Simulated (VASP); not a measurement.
# TiH6 (Fm-3m) in VASP: further runs, part 2 of 2

VASP 6.6.1. Earlier steps stand in the parts before.

## (6) Relaxation of cell and atoms, PBE

The input, INCAR:

```
PREC = Accurate
ENCUT = 500
EDIFF = 1E-7
ISMEAR = 0
SIGMA = 0.1
LREAL = False
LASPH = True
NELM = 120
ALGO = Normal
ISIF = 3
LWAVE = False
LCHARG = False
GGA = PE
IBRION = 2
NSW = 100
EDIFFG = -0.01
GGA_COMPAT = False
NELMIN = 4
```

The input, KPOINTS:

```
Automatic mesh
0
Gamma
  12 12 12
```

The input, POSCAR:

```
TiH6
1.0
    0.0000000000      2.6835847026      2.6835847026
    2.6835847026      0.0000000000      2.6835847026
    2.6835847026      2.6835847026      0.0000000000
Ti H
1 6
Direct
    0.5000000000      0.5000000000      0.5000000000
    0.5000000000      0.0000000000      0.0000000000
    0.0000000000      0.5000000000      0.5000000000
    0.0000000000      0.5000000000      0.0000000000
    0.5000000000      0.0000000000      0.5000000000
    0.0000000000      0.0000000000      0.5000000000
    0.5000000000      0.5000000000      0.0000000000
```

Potentials or basis: VASP PAW PBE potentials, release 64 (Ti_sv, H).

The run is started by

```bash
cat potpaw_PBE.64/Ti_sv/POTCAR potpaw_PBE.64/H/POTCAR > POTCAR
mpirun -np 1 vasp_std > vasp.out
```

OUTCAR:

```text
PREC = Accurate
   ENCUT = 500
   EDIFF = 1E-7
   ISMEAR = 0
   LREAL = False
   LASPH = True
   NELM = 120
   ISIF = 3
   GGA = PE
   IBRION = 2
   NSW = 100
   EDIFFG = -0.01
   NELMIN = 4

 ion  position               nearest neighbor table
   1  0.500  0.500  0.500-   3 1.90   5 1.90   7 1.90   2 1.90   4 1.90   7 1.90   2 1.90   5 1.90
                             6 1.90   3 1.90   4 1.90   6 1.90
   2  0.500  0.000  0.000-   1 1.90   1 1.90
   3  0.000  0.500  0.500-   1 1.90   1 1.90
   4  0.000  0.500  0.000-   1 1.90   1 1.90
   5  0.500  0.000  0.500-   1 1.90   1 1.90
   6  0.000  0.000  0.500-   1 1.90   1 1.90
   7  0.500  0.500  0.000-   1 1.90   1 1.90

  LATTYP: Found a face centered cubic cell.
 ALAT       =     5.3671694052

  Lattice vectors:

 A1 = (   0.0000000000,   2.6835847026,   2.6835847026)
 A2 = (   2.6835847026,   0.0000000000,   2.6835847026)
 A3 = (   2.6835847026,   2.6835847026,   0.0000000000)

Analysis of symmetry for initial positions (statically):
=====================================================================
 Subroutine PRICEL returns:
 Original cell was already a primitive cell.

 Routine SETGRP: Setting up the symmetry group for a
[... 250 lines left out ...]
     12      10.5053      0.00000
     13      10.5053      0.00000
[... 354 lines left out ...]
  band No.  band energies     occupation
      1     -53.2290      2.00000
      2     -29.5556      2.00000
      3     -29.5103      2.00000
      4     -29.4992      2.00000
      5      -3.7432      2.00000
      6      -2.8122      2.00000
      7       0.4834      2.00000
      8       1.3746      2.00000
      9       3.2269      0.88928
     10       3.6221      0.00000
     11       5.2628      0.00000
     12       5.9011      0.00000
     13       6.0738      0.00000

 [... further k-points ...]
[... 5 lines left out ...]
  --------------------------------------------------------------------------------------
  -------------------------------------------------------------------------------------
  Total       -0.0575825     -0.0575825     -0.0575825      0.0000000      0.0000000     -0.0000000
  in kB       -2.3927701     -2.3927701     -2.3927701      0.0000000      0.0000000     -0.0000000
  external PRESSURE =      -2.3927701 kB  Pullay stress =       0.0000000 kB

 VOLUME and BASIS-vectors are now :
 -----------------------------------------------------------------------------
  energy-cutoff  :      500.00
  volume of cell :       38.56
      direct lattice vectors                 reciprocal lattice vectors
     0.000000000  2.681370481  2.681370481    -0.186471807  0.186471807  0.186471807
     2.681370481  0.000000000  2.681370481     0.186471807 -0.186471807  0.186471807
     2.681370481  2.681370481 -0.000000000     0.186471807  0.186471807 -0.186471807

 POSITION                                       TOTAL-FORCE (eV/Angst)
 -----------------------------------------------------------------------------------
      2.68137      2.68137      2.68137        -0.000000      0.000000      0.000000
      2.68137      1.34069      4.02206         0.000000     -0.000000     -0.000000
      2.68137      1.34069      1.34069         0.000000      0.000000     -0.000000
      1.34069      0.00000      1.34069         0.000000     -0.000000     -0.000000
      1.34069      2.68137      1.34069        -0.000000      0.000000     -0.000000
      4.02206      1.34069      2.68137         0.000000     -0.000000     -0.000000
      1.34069      1.34069      2.68137         0.000000     -0.000000     -0.000000
 -----------------------------------------------------------------------------------
    total drift:                                0.000000      0.000000      0.000000

  FREE ENERGIE OF THE ION-ELECTRON SYSTEM (eV)
  ---------------------------------------------------
  free  energy   TOTEN  =       -25.1406374198 eV

  energy  without entropy=      -25.1351159054  energy(sigma->0) =      -25.13787666

 reached required accuracy - stopping structural energy minimisation
```

CONTCAR:

```text
TiH6
   1.00000000000000
     0.0000000000000000    2.6813704805126108    2.6813704805126108
     2.6813704805126108    0.0000000000000000    2.6813704805126108
     2.6813704805126108    2.6813704805126108   -0.0000000000000000
  Ti              H
     1     6
Direct
     0.5000000000000000    0.5000000000000000    0.5000000000000000
     0.5000000000000000    1.0000000000000000    0.0000000000000000
     0.0000000000000000    0.5000000000000000    0.5000000000000000
     0.0000000000000000    0.5000000000000000    0.0000000000000000
     0.5000000000000000    0.0000000000000000    0.5000000000000000
     0.0000000000000000    1.0000000000000000    0.5000000000000000
     0.5000000000000000    0.5000000000000000    0.0000000000000000

  0.00000000E+00  0.00000000E+00  0.00000000E+00
  0.00000000E+00  0.00000000E+00  0.00000000E+00
  0.00000000E+00  0.00000000E+00  0.00000000E+00
  0.00000000E+00  0.00000000E+00  0.00000000E+00
  0.00000000E+00  0.00000000E+00  0.00000000E+00
  0.00000000E+00  0.00000000E+00  0.00000000E+00
  0.00000000E+00  0.00000000E+00  0.00000000E+00
```

Wall time 87 s (1 thread of Intel Xeon 6975P-C, shared host); peak memory 0.18 GiB.

Results:

```yaml
Free_energy: -25.1406 eV
Relaxed_volume: 5.51 Å³/atom
Relaxed_cell: a = 3.792 Å, b = 3.792 Å, c = 3.792 Å, α = 60.00°, β = 60.00°, γ = 60.00°
Space_group_after_relaxing_to_0.05_Å: Fm-3m (No. 225)
Energy_gained_by_relaxing: 0.0 meV/atom
Ionic_steps: 2
Pressure_after_relaxing: -0.2 GPa
Band_gap_on_the_k_mesh: zero (band 9 reaches 4.44 eV, above the bottom of band 10 at 2.92 eV)
```

The path:
| step | energy change (eV) | largest force (eV/Å) | pressure (GPa) | volume (Å³) |
| --- | --- | --- | --- | --- |
| 1 | 0.0000 | 0.0000 | -0.50 | 38.65 |
| 2 | -0.0002 | 0.0000 | -0.24 | 38.56 |

Final structure:
```xyz
7
Lattice="0.0000 2.6814 2.6814 2.6814 0.0000 2.6814 2.6814 2.6814 0.0000" Properties=species:S:1:pos:R:3 pbc="T T T"
Ti    2.6814    2.6814    2.6814
H     2.6814    1.3407    4.0221
H     2.6814    1.3407    1.3407
H     1.3407    0.0000    1.3407
H     1.3407    2.6814    1.3407
H     4.0221    1.3407    2.6814
H     1.3407    1.3407    2.6814
```

Levels at points of the mesh, in eV from the Fermi level:
| k point | band 5 | band 6 | band 7 | band 8 | band 9 | band 10 | band 11 | band 12 | band 13 |
| --- | --- | --- | --- | --- | --- | --- | --- | --- | --- |
| (0.00, 0.00, 0.00) | -10.23 | -2.93 | -2.93 | -2.93 | -0.22 | -0.22 | 7.29 | 7.29 | 7.29 |
| (0.50, 0.00, 0.00) | -7.24 | -6.33 | -2.14 | -2.14 | 1.23 | 1.23 | 1.85 | 1.85 | 2.30 |
| (0.50, 0.50, 0.00) | -6.10 | -4.82 | -4.47 | -1.56 | -1.56 | 1.88 | 1.88 | 1.99 | 2.36 |

## (7) Summary

```tsv
task	cell	k mesh	gap on the mesh (eV)	pressure (GPa)
single point	a = 3.795 Å, angles 60.0°, 7 atoms	6 × 6 × 6	none	-0.5
single point	a = 4.140 Å, angles 60.0°, 7 atoms	6 × 6 × 6	none	-17.3
relaxation of cell and atoms	relaxed from a = 4.140 Å, angles 60.0°, 7 atoms	6 × 6 × 6	none	0.5
single point	a = 3.792 Å, angles 60.0°, 7 atoms	12 × 12 × 12	none	-0.2
relaxation of cell and atoms	relaxed from a = 3.795 Å, angles 60.0°, 7 atoms	12 × 12 × 12	none	-0.2
```

Alike in all rows: level PBE; potentials or basis VASP PAW PBE potentials, release 64 (Ti_sv, H); no spin polarisation; cutoff (eV) 500; smearing gaussian 0.1 eV.

Caveats: the volume moved by over 15 % at a fixed basis, so the end points are rough (some runs).

Total energies depend on the potentials used, so only differences within one code and one set of settings carry meaning.
